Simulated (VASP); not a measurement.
# TiH4 (Cmmm) in VASP: notebook, part 2 of 2

VASP 6.6.1. Earlier steps stand in the parts before.

## 5. Relaxation of cell and atoms, PBE

This run uses another cell than the first one, of 6.36 Å³/atom, 0.996 times its volume.

Contents of INCAR:

```
SYSTEM = TiH4
PREC = Accurate
ENCUT = 600
EDIFF = 1E-6
ISMEAR = 0
SIGMA = 0.1
LREAL = .FALSE.
LASPH = .TRUE.
NELM = 100
ALGO = Normal
ISIF = 3
LWAVE = .FALSE.
LCHARG = .FALSE.
GGA = PE
IBRION = 2
NSW = 90
EDIFFG = -0.04
```

Contents of KPOINTS:

```
Automatic mesh
0
G
  6 6 6
  0 0 0
```

Contents of POSCAR:

```
TiH4
1.0
    1.7565210800     -2.7447553960      0.0000000000
    1.7565210800      2.7447553960      0.0000000000
    0.0000000000      0.0000000000      3.2964918632
Ti H
1 4
Direct
    0.5000000000      0.5000000000      0.5000000000
    0.8441301082      0.1558698918      0.5000000000
    0.2715015406      0.2715015406      0.0000000000
    0.7284984594      0.7284984594      0.0000000000
    0.1558698918      0.8441301082      0.5000000000
```

Potentials or basis: VASP PAW PBE potentials, release 64 (Ti_sv, H).

The run is started by

```bash
$ cat potpaw_PBE.64/Ti_sv/POTCAR potpaw_PBE.64/H/POTCAR > POTCAR
$ mpirun -np 1 vasp_std > vasp.out
```

OUTCAR:

```text
SYSTEM = TiH4
   PREC = Accurate
   ENCUT = 600
   EDIFF = 1E-6
   ISMEAR = 0
   LREAL = .FALSE.
   LASPH = .TRUE.
   NELM = 100
   ISIF = 3
   GGA = PE
   IBRION = 2
   NSW = 90
   EDIFFG = -0.04

 ion  position               nearest neighbor table
   1  0.500  0.500  0.500-   3 1.83   4 1.83   3 1.83   4 1.83   2 1.89   5 1.89
   2  0.844  0.156  0.500-   1 1.89
   3  0.272  0.272  0.000-   1 1.83   1 1.83
   4  0.728  0.728  0.000-   1 1.83   1 1.83
[... 617 lines left out ...]
  --------------------------------------------------------------------------------------
  -------------------------------------------------------------------------------------
  Total       -0.1525761      0.1561848     -0.0018814      0.0000000      0.0000000      0.0000000
  in kB       -7.7035845      7.8857896     -0.0949904      0.0000000      0.0000000      0.0000000
  external PRESSURE =       0.0290716 kB  Pullay stress =       0.0000000 kB

 VOLUME and BASIS-vectors are now :
 -----------------------------------------------------------------------------
  energy-cutoff  :      600.00
  volume of cell :       31.73
      direct lattice vectors                 reciprocal lattice vectors
     1.751902654 -2.751601122  0.000000000     0.285403986 -0.181712384  0.000000000
     1.751902654  2.751601122  0.000000000     0.285403986  0.181712384  0.000000000
     0.000000000  0.000000000  3.291385015     0.000000000  0.000000000  0.303823465

 POSITION                                       TOTAL-FORCE (eV/Angst)
 -----------------------------------------------------------------------------------
      1.75190      0.00000      1.64569         0.000000      0.000000      0.000000
      1.75190     -1.89261      1.64569         0.000000      0.036634      0.000000
      0.95441      0.00000      3.29139         0.035032      0.000000      0.000000
      2.54940      0.00000      0.00000        -0.035032      0.000000      0.000000
      1.75190      1.89261      1.64569         0.000000     -0.036634      0.000000
 -----------------------------------------------------------------------------------
    total drift:                                0.000000      0.000000      0.000000

  FREE ENERGIE OF THE ION-ELECTRON SYSTEM (eV)
  ---------------------------------------------------
  free  energy   TOTEN  =       -21.3166883395 eV

  energy  without entropy=      -21.3136660616  energy(sigma->0) =      -21.31517720

 reached required accuracy - stopping structural energy minimisation
```

CONTCAR:

```text
TiH4
   1.00000000000000
     1.7519026537034927   -2.7516011224262380    0.0000000000000000
     1.7519026537034927    2.7516011224262380    0.0000000000000000
     0.0000000000000000    0.0000000000000000    3.2913850148688026
  Ti              H
     1     4
Direct
     0.5000000000000000    0.5000000000000000    0.5000000000000000
     0.8439101884991156    0.1560898115008844    0.5000000000000000
     0.2723912983347379    0.2723912983347379    1.0000000000000000
     0.7276087016652621    0.7276087016652621    0.0000000000000000
     0.1560898115008844    0.8439101884991156    0.5000000000000000

  0.00000000E+00  0.00000000E+00  0.00000000E+00
  0.00000000E+00  0.00000000E+00  0.00000000E+00
  0.00000000E+00  0.00000000E+00  0.00000000E+00
  0.00000000E+00  0.00000000E+00  0.00000000E+00
  0.00000000E+00  0.00000000E+00  0.00000000E+00
```

Wall time 44 s (1 thread of Intel Xeon Platinum 8488C (Sapphire Rapids), shared host); peak memory 0.17 GiB.

What came out:

- Free energy: -21.3167 eV
- Relaxed volume: 6.35 Å³/atom
- Relaxed cell: a = 3.262 Å, b = 3.262 Å, c = 3.291 Å, α = 90.00°, β = 90.00°, γ = 115.03°
- Space group after relaxing (to 0.05 Å): Cmmm (No. 65)
- Energy gained by relaxing: 0.3 meV/atom
- Ionic steps: 2
- Pressure after relaxing: 0.0 GPa
- Largest force after relaxing: 0.037 eV/Å
- Band gap on the k mesh: zero (band 8 reaches 5.50 eV, above the bottom of band 9 at 3.16 eV)

Forces in eV/Å, atoms in the order of the input:
```
Ti   0.000  0.000  0.000
H    0.000  0.037  0.000
H    0.035  0.000  0.000
H   -0.035  0.000  0.000
H    0.000 -0.037  0.000
```

The path:
```tsv
step	energy change (eV)	largest force (eV/Å)	pressure (GPa)	volume (Å³)
1	0.0000	0.0648	-0.29	31.79
2	-0.0016	0.0366	0.00	31.73
```

Final structure:
```xyz
5
Lattice="1.7519 -2.7516 0.0000 1.7519 2.7516 0.0000 0.0000 0.0000 3.2914" Properties=species:S:1:pos:R:3 pbc="T T T"
Ti    1.7519    0.0000    1.6457
H     1.7519   -1.8926    1.6457
H     0.9544    0.0000    3.2914
H     2.5494    0.0000    0.0000
H     1.7519    1.8926    1.6457
```

Levels at points of the mesh, in eV from the Fermi level:
```tsv
k point	band 4	band 5	band 6	band 7	band 8	band 9	band 10	band 11	band 12
(0.00, 0.00, 0.00)	-33.43	-10.42	-5.35	-0.46	0.18	1.47	1.58	1.81	2.42
(0.50, 0.00, 0.00)	-33.48	-6.77	-6.53	-4.58	0.38	1.39	1.54	1.56	2.79
(0.50, 0.50, 0.00)	-33.48	-7.87	-4.79	-4.41	0.66	0.77	1.17	1.92	2.86
(0.00, 0.00, 0.50)	-33.41	-8.18	-6.64	-1.64	-0.20	0.35	1.09	1.99	2.38
(0.50, 0.00, 0.50)	-33.49	-4.91	-4.90	-4.60	-3.69	0.33	1.66	1.95	4.66
(0.50, 0.50, 0.50)	-33.47	-5.56	-4.67	-3.70	-2.39	-1.69	1.87	1.98	5.24
```

## 6. The runs side by side

```tsv
task	cell	k mesh	cutoff (eV)	gap on the mesh (eV)	pressure (GPa)	relaxed volume (Å³/atom)	largest force (eV/Å)
single point	a = 3.271, b = 3.271, c = 3.345 Å, angles 90.0, 90.0, 117.0°, 5 atoms	12 × 12 × 12	520	none	-0.1	-	-
relaxation of cell and atoms	relaxed from a = 3.272, b = 3.272, c = 3.300 Å, angles 90.0, 90.0, 115.7°, 5 atoms	12 × 12 × 12	600	none	0.0	6.38	0.01
single point	a = 3.272, b = 3.272, c = 3.300 Å, angles 90.0, 90.0, 115.7°, 5 atoms	6 × 6 × 6	520	none	-0.2	-	-
relaxation of cell and atoms	relaxed from a = 3.259, b = 3.259, c = 3.296 Å, angles 90.0, 90.0, 114.8°, 5 atoms	6 × 6 × 6	600	none	0.0	6.35	0.04
```

Alike in all rows: level PBE; potentials or basis VASP PAW PBE potentials, release 64 (Ti_sv, H); no spin polarisation; smearing gaussian 0.1 eV.

Total energies depend on the potentials used, so only differences within one code and one set of settings carry meaning.
